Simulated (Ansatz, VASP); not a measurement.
# SiSn2 in VASP and in Ansatz

```xyz
3
Lattice="0.0000 3.3795 3.3795 3.3795 0.0000 3.3795 3.3795 3.3795 0.0000" Properties=species:S:1:pos:R:3 pbc="T T T"
Si    0.0000    0.0000    0.0000
Sn    1.6898    1.6898    1.6898
Sn    5.0693    5.0693    5.0693
```

Alike in both runs: functional r2SCAN; k mesh 12 × 12 × 12; occupations gaussian, width 0.1 eV; no spin polarisation.

Ansatz relaxed the structure, and its values are those at the end. VASP's run is a single point on that final structure, the one shown.

|  | VASP | Ansatz |
| --- | --- | --- |
| version | VASP 6.6.1 | Ansatz 0.2.0 |
| potentials or method | VASP PAW PBE potentials, release 64 (Si, Sn_d), cutoff 520 eV | scalar-relativistic, plane waves, PAW |
| valence electrons in the cell | 32 | 32 |

```csv
,VASP,Ansatz,Ansatz less VASP
gap on the k mesh at the Fermi level (eV),none,none,-
pressure (GPa),0.0,0.0,+0.01
```

VASP's potentials were made for PBE, not for r2SCAN. A gap of «none» marks a metal or a gap that the smearing closes.
